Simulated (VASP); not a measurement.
Write the native input for VASP 6.6.1 that does the following.

```yaml
Task: single point
Functional: LDA
Potentials_or_basis: VASP PAW LDA potentials, release 64 (W_sv, C, F)
Cutoff: 520 eV
k_mesh: 3 × 3 × 1
Occupations: gaussian, width 0.1 eV
Spin: no spin polarisation
Dipole_correction: no
Further_INCAR_settings: ALGO = Normal; EDIFF = 1e-06; NBANDS = 94; NELMDL = -8
```

The structure of W4C4F lies in POSCAR:

```
W4C4F
1.0
    5.6929600000      0.0000000000      0.0000000000
   -2.8464800000      4.9302480000      0.0000000000
    0.0000000000      0.0000000000     15.1931300000
W C F
8 8 2
Direct
    0.0000000000      0.0000000000      0.0658192222
    0.0049863282      0.0078914894      0.2504882141
    0.0000000000      0.5000000000      0.0658192222
    0.0066099121      0.5125839512      0.2496723848
    0.5000000000      0.0000000000      0.0658192222
    0.5062743250      0.0097244601      0.2517341720
    0.5000000000      0.5000000000      0.0658192222
    0.5041063544      0.5070323034      0.2526374750
    0.3350381353      0.1686316794      0.1533084361
    0.3319427801      0.1652156240      0.3358981329
    0.3352963733      0.6696835534      0.1514552301
    0.3491879735      0.6860719785      0.3250764655
    0.8355557132      0.1709747664      0.1527431148
    0.8468076474      0.1795410697      0.3336379008
    0.8341945094      0.6687241697      0.1510663701
    0.8396759988      0.6854405701      0.3248868403
    1.3377372597      1.1827877624      0.4220210055
    0.9302784113      1.3090282679      0.4107438691
```

One way to write it, as run:

INCAR

```
SYSTEM = W4C4F
  PREC = Accurate
  ENCUT = 520
  EDIFF = 1E-6
  ISMEAR = 0
  SIGMA = 0.1
  LREAL = .False.
  LASPH = .True.
  NELM = 120
  ALGO = Normal
  ISIF = 2
  LWAVE = .False.
  LCHARG = .True.
  GGA = CA
  LELF = .True.
  LVHAR = .True.
  NBANDS = 94
  GGA_COMPAT = .False.
  NELMDL = -8
```

KPOINTS

```
regular mesh
0
Gamma
  3 3 1
  0 0 0
```

Potentials or basis: VASP PAW LDA potentials, release 64 (W_sv, C, F).

The run is started by

```console
$ cat potpaw_LDA.64/W_sv/POTCAR potpaw_LDA.64/C/POTCAR potpaw_LDA.64/F/POTCAR > POTCAR
$ mpirun -np 1 vasp_std > vasp.out
```

It gave:

The largest force is 1.271 eV/Å. The band gap on the k mesh is zero (bands 79 and 80 overlap by 1.02 eV).

Caveat: the k points lie up to 0.42 Å⁻¹ apart, too coarse for converged energies and pressures of a metal; spin-orbit coupling is left out, which moves the levels of the heavy elements.

It took 5.1 min on 1 thread of Intel(R) Xeon(R) 6975P-C (Granite Rapids), with other jobs on the host, peak memory 0.46 GiB.
